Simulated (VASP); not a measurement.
Ho3PRu, 5 atoms in the cell. The structure is cubic, space group Pm-3m (No. 221). Conventional cell: a = 5.117 Å, b = 5.117 Å, c = 5.117 Å, α = 90.00°, β = 90.00°, γ = 90.00°. Ho (site symmetry 4/mmm) has 2 P at 2.56 Å within 3.4 Å. Within 3.4 Å of P (site symmetry m-3m) lie 6 Ho at 2.56 Å. Within 4.8 Å of Ru (site symmetry m-3m) lie 12 Ho at 3.62 Å and 8 P at 4.43 Å. The cell was built from a structure type or drawn by symmetry, and may not be a known phase.

```yaml
Program: VASP 6.6.1
Task: single point
Functional: PBE
Potentials_or_basis: VASP PAW PBE potentials, release 64 (Ho_3, P, Ru_pv), 4f in core
Cutoff: 500 eV
k_mesh: 4 × 4 × 4
Occupations: gaussian, width 0.1 eV
Spin: no spin polarisation
Dipole_correction: no
Mended: yes
Further_INCAR_settings: ALGO = Normal; EDIFF = 1e-06; NBANDS = 31
```

Potentials or basis: VASP PAW PBE potentials, release 64 (Ho_3, P, Ru_pv), 4f in core.

Launch:

```sh
$ cat potpaw_PBE.64/Ho_3/POTCAR potpaw_PBE.64/P/POTCAR potpaw_PBE.64/Ru_pv/POTCAR > POTCAR
$ mpirun -np 1 vasp_std > vasp.out
```

Hardware: 1 thread of Intel(R) Xeon(R) 6975P-C (Granite Rapids), with other jobs on the host.

Q: How long does it take, and how much memory?

A: It took 46 s on 1 thread of Intel(R) Xeon(R) 6975P-C (Granite Rapids) (shared host), peak memory 0.25 GiB. Counts: scf iterations 19, k points 10.
